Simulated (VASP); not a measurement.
Wanted: the native input for a VASP 6.6.1 run.

- Task: single point
- Functional: r2SCAN
- Dispersion: rVV10
- Potentials or basis: VASP PAW PBE potentials, release 64 (Ca_sv, Si, H)
- Cutoff: 520 eV
- k mesh: 6 × 6 × 4
- Occupations: fermi-dirac, width 0.03 eV
- Spin: no spin polarisation
- Dipole correction: no
- Further INCAR settings: ALGO = Normal; EDIFF = 1e-06; NBANDS = 20

The system is CaSiH6.

```
CELL_PARAMETERS angstrom
3.04416 -3.07423 0.00057
3.04416 3.07423 0.00057
0.00034 0.00000 7.26786
ATOMIC_POSITIONS crystal
Ca 0.95507 0.95507 0.74185
Si 0.13059 0.13059 0.24159
H 0.46487 0.06658 0.24156
H 0.06658 0.46487 0.24156
H 0.45548 0.96423 0.74208
H 0.96423 0.45548 0.74208
H 0.98163 0.98163 0.40273
H 0.98156 0.98156 0.08057
```

One way to write it, as run:

POSCAR

```
CaSiH6
1.0
    3.0441635773     -3.0742296993      0.0005668085
    3.0441635773      3.0742296993      0.0005668085
    0.0003355853      0.0000000000      7.2678571859
Ca Si H
1 1 6
Direct
    0.9550705277      0.9550705277      0.7418513002
    0.1305911760      0.1305911760      0.2415884513
    0.4648667965      0.0665759286      0.2415567507
    0.0665759286      0.4648667965      0.2415567507
    0.4554822199      0.9642283952      0.7420755679
    0.9642283952      0.4554822199      0.7420755679
   -0.0183708968     -0.0183708968      0.4027311352
   -0.0184431570     -0.0184431570      1.0805654563
```

INCAR.step1

```
ALGO = Normal
EDIFF = 1E-4
ENCUT = 520
GGA = PE
ISMEAR = -1
LASPH = True
LCHARG = False
LREAL = False
LWAVE = True
NBANDS = 20
NELM = 80
PREC = Accurate
SIGMA = 0.03
```

INCAR.step2

```
ALGO = Normal
BPARAM = 11.95
CPARAM = 0.0093
EDIFF = 1E-6
ENCUT = 520
ISIF = 2
ISMEAR = -1
ISTART = 1
IVDW_NL = 2
LASPH = True
LCHARG = False
LMIXTAU = True
LREAL = False
LUSE_VDW = True
LWAVE = False
METAGGA = R2SCAN
NBANDS = 20
NELM = 80
PREC = Accurate
SIGMA = 0.03
```

KPOINTS

```
k-points
0
Gamma
  6 6 4
```

Potentials or basis: VASP PAW PBE potentials, release 64 (Ca_sv, Si, H).

Command:

```console
$ cat potpaw_PBE.64/Ca_sv/POTCAR potpaw_PBE.64/Si/POTCAR potpaw_PBE.64/H/POTCAR > POTCAR
$ cp INCAR.step1 INCAR
$ mpirun -np 1 vasp_std > vasp.out
$ cp INCAR.step2 INCAR
$ mpirun -np 1 vasp_std > vasp.out
```

Results of the run:

The pressure is -0.1 GPa and the largest force is 0.036 eV/Å. The band gap on the k mesh is 3.00 eV (least direct gap 3.09 eV).

Caveat: the PAW data sets were made with another functional, which shifts forces and pressure a little.

Run time: 8.7 min on 1 thread of Intel Xeon 8259CL (shared host), peak memory 0.53 GiB.
